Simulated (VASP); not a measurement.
Wanted: the native input for a VASP 6.6.1 run.

```yaml
Task: single point
Functional: r2SCAN
Potentials_or_basis: VASP PAW PBE potentials, release 64 (Zr_sv, H)
Cutoff: 520 eV
k_mesh: 14 × 14 × 14
Occupations: gaussian, width 0.1 eV
Spin: no spin polarisation
Dipole_correction: no
Further_INCAR_settings: ALGO = Normal; EDIFF = 1e-06; NBANDS = 16
```

Crystal: ZrH3.

```
Zr H
1.0
     3.11211    0.00000    0.00000
     0.00000    3.11211    0.00000
     0.00000    0.00000    3.11211
Zr H
1 3
Direct
  0.00000 0.00000 0.00000
  0.00000 0.50000 0.50000
  0.50000 0.00000 0.50000
  0.50000 0.50000 0.00000
```

These files were run (other wordings do the same):

POSCAR

```
ZrH3
1.0
    3.1121078384      0.0000000000      0.0000000000
    0.0000000000      3.1121078384      0.0000000000
    0.0000000000      0.0000000000      3.1121078384
Zr H
1 3
Direct
    0.0000000000      0.0000000000      0.0000000000
    0.0000000000      0.5000000000      0.5000000000
    0.5000000000      0.0000000000      0.5000000000
    0.5000000000      0.5000000000      0.0000000000
```

INCAR.step1

```
SYSTEM = ZrH3
PREC = Accurate
ENCUT = 520
ISMEAR = 0
SIGMA = 0.1
LREAL = .FALSE.
LASPH = .TRUE.
NELM = 80
NBANDS = 16
GGA = PE
ALGO = Normal
EDIFF = 1E-4
LWAVE = .TRUE.
LCHARG = .FALSE.
```

INCAR.step2

```
SYSTEM = ZrH3
PREC = Accurate
ENCUT = 520
EDIFF = 1E-6
ISMEAR = 0
SIGMA = 0.1
LREAL = .FALSE.
LASPH = .TRUE.
NELM = 80
ALGO = Normal
ISIF = 2
LWAVE = .FALSE.
LCHARG = .TRUE.
METAGGA = R2SCAN
LMIXTAU = .TRUE.
LELF = .TRUE.
LVHAR = .TRUE.
NBANDS = 16
ISTART = 1
```

KPOINTS

```
Automatic mesh
0
G
  14 14 14
  0 0 0
```

Potentials or basis: VASP PAW PBE potentials, release 64 (Zr_sv, H).

Launch:

```bash
$ cat potpaw_PBE.64/Zr_sv/POTCAR potpaw_PBE.64/H/POTCAR > POTCAR
$ cp INCAR.step1 INCAR
$ mpirun -np 1 vasp_std > vasp.out
$ cp INCAR.step2 INCAR
$ mpirun -np 1 vasp_std > vasp.out
```

Results of the run:

```json
{
  "Pressure": "-0.1 GPa",
  "Band gap on the k mesh": "zero (an odd number of electrons rules out a gap without spin polarisation)"
}
```

Caveat: the PAW data sets were made with another functional, which shifts forces and pressure a little.

It took 2.1 min on 1 thread of Oxide Virtual Turin-like Processor, with other jobs on the host, peak memory 0.15 GiB.
